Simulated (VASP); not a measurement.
# Be8S7 (a cell with a defect) in VASP: a series of runs, part 2 of 2

VASP 6.6.1. The steps go on from the part before.

**3. Single point, PBE**

INCAR

```
PREC = Accurate
ENCUT = 520
EDIFF = 1E-6
ISMEAR = 0
SIGMA = 0.05
LREAL = Auto
LASPH = T
NELM = 80
ALGO = Normal
ISIF = 2
LWAVE = F
LCHARG = F
GGA = PE
NBANDS = 42
NELECT = 56.0
```

KPOINTS

```
Automatic mesh
0
Gamma
  4 4 4
```

POSCAR

```
Be8S7
1.0
    0.0000000000      4.8758378149     -4.8758378149
    4.8758378149      4.8758378149      0.0000000000
    4.8758378149      0.0000000000     -4.8758378149
Be S
8 7
Direct
   -0.0598151561      0.5598151751     -0.0598151561
   -0.0070702721      0.0070702721     -0.0070702721
    0.5080378171      0.4619308692     -0.0020209860
    0.5080378171      0.0320523377     -0.0020209860
   -0.0020209860      0.4619308692      0.5080378171
   -0.0020209860      0.0320523377      0.5080378171
    0.4865093118      0.5134907261      0.4865093118
    0.5356676328     -0.0356676138      0.5356676328
    0.1475303378      0.3524696812      0.1475303378
    0.6571949523      0.0910676312      0.1606698233
    0.5723078999      0.6576788691      0.1123342328
    0.1606698233      0.0910676312      0.6571949523
    0.1123342328      0.6576788691      0.5723078999
    0.6288188033      0.1419129443      0.6288188033
    0.6288188033      0.6004495250      0.6288188033
```

Potentials or basis: VASP PAW PBE potentials, release 64 (Be, S).

Launch:

```bash
> cat potpaw_PBE.64/Be/POTCAR potpaw_PBE.64/S/POTCAR > POTCAR
> mpirun -np 1 vasp_std > vasp.out
```

OUTCAR:

```text
PREC = Accurate
   ENCUT = 520
   EDIFF = 1E-6
   ISMEAR = 0
   LREAL = Auto
   LASPH = T
   NELM = 80
   ISIF = 2
   GGA = PE
   NELECT = 56.0

 ion  position               nearest neighbor table
   1  0.940  0.560  0.940-   9 2.02  11 2.09  13 2.09
   2  0.993  0.007  0.993-  10 1.92  12 1.92
   3  0.508  0.462  0.998-  15 2.08  10 2.12  11 2.16   9 2.52
   4  0.508  0.032  0.998-  14 2.08  10 2.12  11 2.16   9 2.52
   5  0.998  0.462  0.508-  15 2.08  12 2.12  13 2.16   9 2.52
   6  0.998  0.032  0.508-  14 2.08  12 2.12  13 2.16   9 2.52
   7  0.487  0.513  0.487-  14 2.10  15 2.10  11 2.12  13 2.12
   8  0.536  0.964  0.536-  15 2.08  14 2.08  10 2.11  12 2.11
   9  0.148  0.352  0.148-   1 2.02   4 2.52   6 2.52   5 2.52   3 2.52
  10  0.657  0.091  0.161-   2 1.92   8 2.11   4 2.12   3 2.12
  11  0.572  0.658  0.112-   1 2.09   7 2.12   3 2.16   4 2.16
  12  0.161  0.091  0.657-   2 1.92   8 2.11   6 2.12   5 2.12
  13  0.112  0.658  0.572-   1 2.09   7 2.12   5 2.16   6 2.16
  14  0.629  0.142  0.629-   8 2.08   6 2.08   4 2.08   7 2.10
  15  0.629  0.600  0.629-   8 2.08   5 2.08   3 2.08   7 2.10

  LATTYP: Found a face centered cubic cell.
 ALAT       =     9.7516756298

  Lattice vectors:

 A1 = (   0.0000000000,   4.8758378149,  -4.8758378149)
 A2 = (   4.8758378149,   4.8758378149,   0.0000000000)
 A3 = (   4.8758378149,   0.0000000000,  -4.8758378149)

Analysis of symmetry for initial positions (statically):
=====================================================================
 Subroutine PRICEL returns:
 Original cell was already a primitive cell.

 Routine SETGRP: Setting up the symmetry group for a
 face centered cubic supercell.

 Subroutine GETGRP returns: Found  4 space group operations
 (whereof  4 operations were pure point group operations)
 out of a pool of 48 trial point group operations.

The static configuration has the point symmetry C_2v.

[... 165 lines left out ...]
  volume of cell :      231.83
 maximum number of plane-waves:      6266
 NGX is ok and might be reduce to    54
   NGX = 25   NGY = 25   NGZ = 25

 number of electron      56.0000002 magnetization

 Free energy of the ion-electron system (eV)
  ---------------------------------------------------
  ext. energy  EPLUGINS =         0.00000000
  ---------------------------------------------------
  free energy    TOTEN  =       -79.22509389 eV

  energy without entropy =      -79.22509389  energy(sigma->0) =      -79.22509389

 E-fermi :   3.3289     XC(G=0):  -9.0964

 val. band max:        3.0994362864   @ k =   0.0000   0.0000   0.0000
 cond. band min:       5.4710423966   @ k =   0.0000   0.0000   0.0000
 fundamental gap:      2.3716061102
 Fermi energy:         3.3289268950

 k-point     1 :       0.0000    0.0000    0.0000
  band No.  band energies     occupation
      1     -10.0466      2.00000
      2      -8.9428      2.00000
      3      -8.8263      2.00000
      4      -8.2710      2.00000
      5      -8.2178      2.00000
      6      -8.1363      2.00000
[... 763 lines left out ...]
     39       9.6632      0.00000
     40       9.9014      0.00000
 [bands above 40 left out]

------------------------ aborting loop because EDIFF is reached ----------------------------------------

  FORCE on cell =-STRESS in cart. coord.  units (eV):
  Direction    XX          YY          ZZ          XY          YZ          ZX
  --------------------------------------------------------------------------------------
  -------------------------------------------------------------------------------------
  Total      -20.3058914    -20.3058914    -15.8524217     -2.5266533      0.0000000     -0.0000000
  in kB     -140.3314113   -140.3314113   -109.5540532    -17.4613767      0.0000000     -0.0000000
  external PRESSURE =    -130.0722919 kB  Pullay stress =       0.0000000 kB

 VOLUME and BASIS-vectors are now :
 -----------------------------------------------------------------------------
  energy-cutoff  :      520.00
  volume of cell :      231.83
      direct lattice vectors                 reciprocal lattice vectors
     0.000000000  4.875837815 -4.875837815    -0.102546479  0.102546479 -0.102546479
     4.875837815  4.875837815  0.000000000     0.102546479  0.102546479  0.102546479
     4.875837815  0.000000000 -4.875837815     0.102546479 -0.102546479 -0.102546479

 POSITION                                       TOTAL-FORCE (eV/Angst)
 -----------------------------------------------------------------------------------
      7.31376      7.31376     -9.16838        -0.000000      0.000000      0.030899
      4.87584      4.87584     -9.68273        -0.000000      0.000000     -0.022310
      7.11828      4.72941     -7.34309         0.005086     -0.008700      0.005764
      5.02227      2.63339     -7.34309         0.008700     -0.005086      0.005764
      4.72941      7.11828     -7.34309        -0.008700      0.005086      0.005764
      2.63339      5.02227     -7.34309        -0.005086      0.008700      0.005764
      4.87584      4.87584     -4.74428        -0.000000      0.000000      0.003568
      7.31376      7.31376     -5.22366        -0.000000      0.000000      0.002535
      2.43792      2.43792     -1.43867        -0.000000      0.000000     -0.046873
      1.22743      3.64841     -3.98778        -0.026760      0.026760     -0.008594
      3.75446      5.99722     -3.33820         0.002318     -0.002318      0.002272
      3.64841      1.22743     -3.98778         0.026760     -0.026760     -0.008594
      5.99722      3.75446     -3.33820        -0.002318      0.002318      0.002272
      3.75796      3.75796     -6.13204        -0.001207     -0.001207      0.010885
      5.99371      5.99371     -6.13204         0.001207      0.001207      0.010885
 -----------------------------------------------------------------------------------
    total drift:                               -0.000015     -0.000015     -0.002801

  FREE ENERGIE OF THE ION-ELECTRON SYSTEM (eV)
  ---------------------------------------------------
  free  energy   TOTEN  =       -79.2250938858 eV

  energy  without entropy=      -79.2250938858  energy(sigma->0) =      -79.22509389
```

stdout:

```text
POSCAR found type information on POSCAR BeS
 POSCAR found :  2 types and      15 ions
 scaLAPACK will be used
 LDA part: xc-table for (Slater+PW92), standard interpolation
 POSCAR, INCAR and KPOINTS ok, starting setup
 FFT: planning ... GRIDC
 FFT: planning ... GRID_SOFT
 FFT: planning ... GRID
 WAVECAR not read
 entering main loop
 the old and the new charge density differ
 old charge density:    58.00000 new   56.00000
    0.153E+01
```

It took 4.1 min on 1 thread of AMD EPYC 9R45 (Zen 5), shared host; peak memory 0.4 GiB.

Results:

* Free energy: -79.2251 eV
* Largest force: 0.047 eV/Å

Forces in eV/Å, atoms in the order of the input:
```
Be   0.000  0.000  0.031
Be   0.000  0.000 -0.022
Be   0.005 -0.009  0.006
Be   0.009 -0.005  0.006
Be  -0.009  0.005  0.006
Be  -0.005  0.009  0.006
Be   0.000  0.000  0.004
Be   0.000  0.000  0.003
S    0.000  0.000 -0.047
S   -0.027  0.027 -0.009
S    0.002 -0.002  0.002
S    0.027 -0.027 -0.009
S   -0.002  0.002  0.002
S   -0.001 -0.001  0.011
S    0.001  0.001  0.011
```

Caveat: the cell carries a net charge on a neutralising background, which shifts energy and pressure; the cell is charged against a uniform background, so pressure and absolute levels hang on convention.
